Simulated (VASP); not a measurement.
Set up this calculation in VASP 6.6.1, as the native input.

```yaml
Task: single point
Functional: PBE
Potentials_or_basis: VASP PAW PBE potentials, release 64 (Mo_sv, S)
Cutoff: 520 eV
k_mesh: 6 × 6 × 6
Occupations: gaussian, width 0.1 eV
Spin: collinear spin
Starting_moments: "[1.0, 0.0, 0.0] μB"
Dipole_correction: no
Further_INCAR_settings: ALGO = Normal; EDIFF = 1e-07; NBANDS = 24
```

The structure of MoS2 lies in POSCAR:

```
MoS2
1.0
    1.5855007400      0.9153892800      6.1149997700
   -1.5855007400      0.9153892800      6.1149997700
    0.0000000000     -1.8307785600      6.1149997700
Mo S
1 2
Direct
    0.0000000000      0.0000000000      0.0000000000
    0.7500000000      0.7500000000      0.7500000000
    0.2500000000      0.2500000000      0.2500000000
```

One way to write it, as run:

INCAR

```
PREC = Accurate ; ENCUT = 520
EDIFF = 1E-7 ; ISMEAR = 0
SIGMA = 0.1 ; LREAL = F
LASPH = T ; NELM = 150
ALGO = Normal ; ISIF = 2
LWAVE = F ; LCHARG = T
ISPIN = 2 ; MAGMOM = 1 0 0
LORBIT = 11 ; LMAXMIX = 4
GGA = PE ; LELF = T
LVHAR = T ; NBANDS = 24
```

KPOINTS

```
regular mesh
0
Gamma
  6 6 6
```

Potentials or basis: VASP PAW PBE potentials, release 64 (Mo_sv, S).

Launch:

```console
$ cat potpaw_PBE.64/Mo_sv/POTCAR potpaw_PBE.64/S/POTCAR > POTCAR
$ mpirun -np 1 vasp_std > vasp.out
```

Results of the run:

```yaml
Pressure: 7.8 GPa
Largest_force: 0.934 eV/Å
Band_gap_on_the_k_mesh: zero (filled and empty bands overlap)
Net_moment: 0.00 μB per cell
Valence_electrons_inside_the_program's_atomic_spheres: Mo 12.49; S 3.71
```

Caveat: the k points lie up to 0.39 Å⁻¹ apart, too coarse for converged energies and pressures of a metal.

Wall time 4.6 min on 1 thread of Intel(R) Xeon(R) Platinum 8375C CPU @ 2.90GHz (Ice Lake), on a shared host, peak memory 0.41 GiB.
